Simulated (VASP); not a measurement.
# Si16Au (a cell with a defect) in VASP: single point with PBEsol

Aim: the single point of Si16Au (a cell with a defect) with PBEsol.

All numbers are computed with VASP 6.6.1; they aren't measurements. Logs are shortened: lines on timing, memory, paths and dates and some standing lists are left out, and cuts for length are marked.

## Step 1: The cell of the first run

The cell holds a defect, 17 atoms: a = 7.679 Å, b = 7.679 Å, c = 7.679 Å, α = 60.00°, β = 60.00°, γ = 60.00°.

## Step 2: Single point, PBEsol, collinear spin

File INCAR:

```
SYSTEM = Si16Au
ALGO = Normal
EDIFF = 1E-6
ENCUT = 520
GGA = PS
ISIF = 2
ISMEAR = -1
ISPIN = 2
LASPH = .True.
LCHARG = .False.
LMAXMIX = 4
LORBIT = 11
LREAL = Auto
LWAVE = .False.
MAGMOM = 0 0 0 0 0 0 0 0 0 0 0 0 0 0 0 0 1
NBANDS = 56
NELM = 150
PREC = Accurate
SIGMA = 0.02
```

File KPOINTS:

```
k-points
0
Gamma
  2 2 2
  0 0 0
```

File POSCAR:

```
Si16Au
1.0
    0.0000000000      5.4300000000      5.4300000000
    5.4300000000      0.0000000000      5.4300000000
    5.4300000000      5.4300000000      0.0000000000
Si Au
16 1
Direct
    0.0188944442      0.0018889313     -0.0229669974
    0.1305459861      0.1115202780      0.1273571958
    0.0161994268     -0.0310037463      0.4986248636
    0.1610597130      0.1165507863      0.6054302559
   -0.0149395796      0.4843685761      0.0454742284
    0.1306940036      0.6301940492      0.1268063518
    0.0161048527      0.5164361260      0.4981580117
    0.1087224166      0.6084505619      0.6741009128
    0.5021567720      0.0018855586     -0.0229493491
    0.6458951634      0.1458030024      0.0623919802
    0.5223185108      0.0225589386      0.4328080613
    0.6169545206      0.1165599839      0.6054375583
    0.5022939344      0.5188695599     -0.0234808494
    0.6122684491      0.6301901863      0.1268207435
    0.4692944979      0.5164438682      0.4981699196
    0.6167538625      0.6613701342      0.6051093333
    0.8183030260      0.3181432055      0.5452396797
```

Potentials or basis: VASP PAW PBE potentials, release 64 (Si, Au).

Command:

```bash
$ cat potpaw_PBE.64/Si/POTCAR potpaw_PBE.64/Au/POTCAR > POTCAR
$ mpirun -np 1 vasp_std > vasp.out
```

OUTCAR:

```text
SYSTEM = Si16Au
   EDIFF = 1E-6
   ENCUT = 520
   GGA = PS
   ISIF = 2
   ISMEAR = -1
   ISPIN = 2
   LASPH = .True.
   LORBIT = 11
   LREAL = Auto
   NELM = 150
   PREC = Accurate

 ion  position               nearest neighbor table
   1  0.019  0.002  0.977-   4 2.33   2 2.34   6 2.34  10 2.35
   2  0.131  0.112  0.127-   3 2.33   1 2.34   9 2.34   5 2.35
   3  0.016  0.969  0.499-   8 2.29   2 2.33  17 2.44   4 2.51  12 2.51
   4  0.161  0.117  0.605-  11 2.29   1 2.33  17 2.44   3 2.51   7 2.51
   5  0.985  0.484  0.045-   8 2.33   2 2.35  14 2.35   6 2.35  17 3.13
   6  0.131  0.630  0.127-   7 2.33  13 2.34   1 2.34   5 2.35
   7  0.016  0.516  0.498-   8 2.29   6 2.33  17 2.44  16 2.51   4 2.51
   8  0.109  0.608  0.674-   3 2.29  15 2.29   7 2.29   5 2.33
   9  0.502  0.002  0.977-  12 2.33   2 2.34  14 2.34  10 2.35
  10  0.646  0.146  0.062-  11 2.32   9 2.35   1 2.35  13 2.35  17 3.24
  11  0.522  0.023  0.433-  16 2.29   4 2.29  12 2.29  10 2.32
  12  0.617  0.117  0.605-  11 2.29   9 2.33  17 2.44   3 2.51  15 2.51
  13  0.502  0.519  0.977-  16 2.33  14 2.34   6 2.34  10 2.35
  14  0.612  0.630  0.127-  15 2.33  13 2.34   9 2.34   5 2.35
  15  0.469  0.516  0.498-   8 2.29  14 2.33  17 2.44  16 2.51  12 2.51
  16  0.617  0.661  0.605-  11 2.29  13 2.33  17 2.44  15 2.51   7 2.51
  17  0.818  0.318  0.545-  12 2.44   4 2.44   3 2.44  15 2.44   7 2.44  16 2.44   5 3.13  10 3.24

  LATTYP: Found a face centered cubic cell.
 ALAT       =    10.8600000000

  Lattice vectors:

 A1 = (   0.0000000000,   5.4300000000,   5.4300000000)
 A2 = (   5.4300000000,   0.0000000000,   5.4300000000)
 A3 = (   5.4300000000,   5.4300000000,   0.0000000000)

Analysis of symmetry for initial positions (statically):
=====================================================================
 Subroutine PRICEL returns:
 Original cell was already a primitive cell.

 Routine SETGRP: Setting up the symmetry group for a
 face centered cubic supercell.

 Subroutine GETGRP returns: Found  1 space group operations
 (whereof  1 operations were pure point group operations)
 out of a pool of 48 trial point group operations.

The static configuration has the point symmetry C_1 .

Analysis of symmetry for dynamics (positions and initial velocities):
=====================================================================
 Subroutine PRICEL returns:
 Original cell was already a primitive cell.

 Routine SETGRP: Setting up the symmetry group for a
 face centered cubic supercell.

 Subroutine GETGRP returns: Found  1 space group operations
 (whereof  1 operations were pure point group operations)
 out of a pool of 48 trial point group operations.

The dynamic configuration has the point symmetry C_1 .

Analysis of structural, dynamic, and magnetic symmetry:
=====================================================================
 Subroutine PRICEL returns:
 Original cell was already a primitive cell.

 Routine SETGRP: Setting up the symmetry group for a
 face centered cubic supercell.

 Subroutine GETGRP returns: Found  1 space group operations
 (whereof  1 operations were pure point group operations)
 out of a pool of 48 trial point group operations.

The overall configuration has the point symmetry C_1 .

 Subroutine INISYM returns: Found  1 space group operations
 (whereof  1 operations are pure point group operations),
 and found     1 'primitive' translations

----------------------------------------------------------------------------------------

                                     Primitive cell

  volume of cell :     320.2060

  direct lattice vectors                    reciprocal lattice vectors
     0.000000000  5.430000000  5.430000000    -0.092081031  0.092081031  0.092081031
     5.430000000  0.000000000  5.430000000     0.092081031 -0.092081031  0.092081031
     5.430000000  5.430000000  0.000000000     0.092081031  0.092081031 -0.092081031

  length of vectors
     7.679179644  7.679179644  7.679179644     0.159489025  0.159489025  0.159489025

  position of ions in fractional coordinates (direct lattice)
     0.018894444  0.001888931  0.977033003
     0.130545986  0.111520278  0.127357196
     0.016199427  0.968996254  0.498624864
     0.161059713  0.116550786  0.605430256
     0.985060420  0.484368576  0.045474228
     0.130694004  0.630194049  0.126806352
[... 9 lines left out ...]
     0.616753862  0.661370134  0.605109333
     0.818303026  0.318143206  0.545239680

[... 64 lines left out ...]
 SYSTEM =  Si16Au
   PREC   = accura    normal or accurate (medium, high low for compatibility)
   ISTART =      0    job   : 0-new  1-cont  2-samecut
   ICHARG =      2    charge: 1-file 2-atom 10-const
   ISPIN  =      2    spin polarized calculation?
   LNONCOLLINEAR =      F non collinear calculations
   LSORBIT =      F    spin-orbit coupling
   LASPH  =      T    aspherical Exc in radial PAW
   ENCUT  =  520.0 eV  38.22 Ry    6.18 a.u.  14.28 14.28 14.28*2*pi/ulx,y,z
   NELM   =    150;   NELMIN=  2; NELMDL= -5     # of ELM steps
   EDIFF  = 0.1E-05   stopping-criterion for ELM
   LREAL  =      T    real-space projection
   EDIFFG = 0.1E-04   stopping-criterion for IOM
   NSW    =      0    number of steps for IOM
   IBRION =     -1    ionic relax: 0-MD 1-quasi-New 2-CG
   NFREE  =      0    steps in history (QN), initial steepest desc. (CG)
   ISIF   =      2    stress and relaxation
   ISYM   =      2    0-nonsym 1-usesym 2-fastsym
   POTIM  = 0.5000    time-step for ionic-motion
   TEBEG  =    0.0;   TEEND  =   0.0 temperature during run
   PSTRESS=    0.0 pullay stress
   NELECT =      75.0000    total number of electrons
   NUPDOWN=      -1.0000    fix difference up-down
   EMIN   =  10.00;   EMAX   =-10.00  energy-range for DOS
   EFERMI =   0.00;   METHOD = LEGACY
   ISMEAR =    -1;   SIGMA  =   0.02  broadening in eV -4-tet -1-fermi 0-gaus
   EFERMI_NEDOS =   21; number of points for ismear=-14 and -15
   IALGO  =     38    algorithm
   IMIX   =      4    mixing-type and parameters
     AMIX     =   0.40;   BMIX     =  1.00
     AMIX_MAG =   1.60;   BMIX_MAG =  1.00
  volume/ion in A,a.u.               =      18.84       127.11
  Fermi-wavevector in a.u.,A,eV,Ry     =   1.009142  1.907001 13.855720  1.018367
  Thomas-Fermi vector in A             =   2.142052
   LORBIT       =     11    0 simple, 1 ext, 2 COOP (PROOUT), +10 PAW based schemes
   GGA     = PS    functional components
   LHFCALC =     F    Hartree Fock is set to
   AEXX    =    0.0000 exact exchange contribution
   IVDW    =     0    specifies the selected vdW correction
   LEPSILON=     F    determine dielectric tensor
   LRPA    =     F    only Hartree local field effects (RPA)
 spin polarized calculation
  energy-cutoff  :      520.00
  volume of cell :      320.21
 maximum number of plane-waves:      8646
 NGX is ok and might be reduce to    60
   NGX = 29   NGY = 29   NGZ = 29

 number of electron      75.0000001 magnetization       0.0011048

 number of electron      75.0000001 magnetization      -0.0001394

 Free energy of the ion-electron system (eV)
  ---------------------------------------------------
  ext. energy  EPLUGINS =         0.00000000
  ---------------------------------------------------
  free energy    TOTEN  =       -92.35565824 eV

  energy without entropy =      -92.34804205  energy(sigma->0) =      -92.35185015

 E-fermi :   7.0273     XC(G=0):  -9.9435

 val. band max:        7.0234620680   @ k =   0.0000   0.0000   0.0000
 cond. band min:       7.0286255143   @ k =   0.0000   0.0000   0.0000
 fundamental gap:      0.0051634463
 Fermi energy:         7.0272773057

 spin component 1

 k-point     1 :       0.0000    0.0000    0.0000
  band No.  band energies     occupation
      1      -5.8878      1.00000
      2      -3.5838      1.00000
      3      -3.3951      1.00000
      4      -3.2495      1.00000
      5      -3.2448      1.00000
      6      -2.2878      1.00000
[... 405 lines left out ...]
     48      10.4813      0.00000
     49      10.4948      0.00000
 Fermi energy:         7.0272773057

 spin component 2

 k-point     1 :       0.0000    0.0000    0.0000
  band No.  band energies     occupation
      1      -5.8878      1.00000
      2      -3.5838      1.00000
      3      -3.3951      1.00000
      4      -3.2495      1.00000
      5      -3.2449      1.00000
      6      -2.2878      1.00000
[... 405 lines left out ...]
     48      10.4813      0.00000
     49      10.4948      0.00000
 [bands above 49 left out]

------------------------ aborting loop because EDIFF is reached ----------------------------------------

  FORCE on cell =-STRESS in cart. coord.  units (eV):
  Direction    XX          YY          ZZ          XY          YZ          ZX
  --------------------------------------------------------------------------------------
  -------------------------------------------------------------------------------------
  Total        8.7502969      8.6931781      8.6914240     -0.6164482      0.6477560      0.6179453
  in kB       43.7828355     43.4970372     43.4882605     -3.0844495      3.2411008      3.0919406
  external PRESSURE =      43.5893778 kB  Pullay stress =       0.0000000 kB

 VOLUME and BASIS-vectors are now :
 -----------------------------------------------------------------------------
  energy-cutoff  :      520.00
  volume of cell :      320.21
      direct lattice vectors                 reciprocal lattice vectors
     0.000000000  5.430000000  5.430000000    -0.092081031  0.092081031  0.092081031
     5.430000000  0.000000000  5.430000000     0.092081031 -0.092081031  0.092081031
     5.430000000  5.430000000  0.000000000     0.092081031  0.092081031 -0.092081031

 POSITION                                       TOTAL-FORCE (eV/Angst)
 -----------------------------------------------------------------------------------
      5.31555      5.40789      0.11285         0.006008     -0.004906     -0.006122
      1.29710      1.40041      1.31442        -0.018202     -0.005542      0.005851
      7.96918      2.79550      5.34961         0.009187     -0.016397      0.016116
      3.92036      4.16204      1.50743         0.027755      0.004480     -0.016954
      2.87705      5.59580      7.97900         0.004662     -0.000008      0.000251
      4.11051      1.39823      4.13162        -0.003425     -0.006026      0.015706
[... 9 lines left out ...]
      6.87698      6.63472      6.94021        -0.012676      0.026101     -0.025600
      4.68817      7.40404      6.17090         0.024949      0.009857     -0.008914
 -----------------------------------------------------------------------------------
    total drift:                                0.004460      0.002235     -0.001756

  FREE ENERGIE OF THE ION-ELECTRON SYSTEM (eV)
  ---------------------------------------------------
  free  energy   TOTEN  =       -92.3556582393 eV

  energy  without entropy=      -92.3480420543  energy(sigma->0) =      -92.35185015

 total charge

# of ion       s       p       d       tot
------------------------------------------
    1        0.746   0.951   0.000   1.696
    2        0.746   0.950   0.000   1.696
    3        0.744   0.931   0.000   1.674
    4        0.743   0.931   0.000   1.674
    5        0.748   0.941   0.000   1.689
    6        0.746   0.950   0.000   1.696
[... 9 lines left out ...]
   16        0.743   0.931   0.000   1.674
   17        0.763   0.578   8.712  10.053
--------------------------------------------------
tot         12.706  15.657   8.712  37.075

 magnetization (x)

# of ion       s       p       d       tot
------------------------------------------
    1        0.000   0.000   0.000   0.000
    2       -0.000   0.000   0.000   0.000
    3       -0.000  -0.000   0.000  -0.000
    4       -0.000  -0.000   0.000  -0.000
    5        0.000  -0.000   0.000   0.000
    6       -0.000   0.000   0.000   0.000
[... 9 lines left out ...]
   16       -0.000  -0.000   0.000  -0.000
   17       -0.000  -0.000   0.000  -0.000
--------------------------------------------------
tot         -0.000   0.000   0.000   0.000
```

It took 11 min on 1 thread of Intel Xeon 8259CL, shared host; peak memory 0.73 GiB.

Results:

* Free energy: -92.3557 eV
* Pressure: 4.4 GPa
* Largest force: 0.049 eV/Å
* Net moment: 0.00 μB per cell
* Valence electrons inside the program's atomic spheres: Si 1.70, 1.67, 1.69, 1.71 (each value once); Au 10.05

Forces on the atoms (eV/Å):
```
Si   0.006 -0.005 -0.006
Si  -0.018 -0.006  0.006
Si   0.009 -0.016  0.016
Si   0.028  0.004 -0.017
Si   0.005  0.000  0.000
Si  -0.003 -0.006  0.016
Si  -0.019 -0.012 -0.016
Si   0.013  0.022 -0.023
Si   0.006  0.006  0.005
Si  -0.030 -0.028  0.028
Si  -0.013 -0.022  0.023
Si   0.027  0.017 -0.005
Si   0.000  0.010 -0.010
Si  -0.003 -0.016  0.006
Si  -0.019  0.016  0.012
Si  -0.013  0.026 -0.026
Au   0.025  0.010 -0.009
```

Stress tensor (GPa, compression positive):
```
 4.38 -0.31  0.31
-0.31  4.35  0.32
 0.31  0.32  4.35
```

Caveat: the k points lie up to 0.50 Å⁻¹ apart; the PAW data sets were made with another functional, which shifts forces and pressure a little; spin-orbit coupling is left out, which moves the levels of the heavy elements.
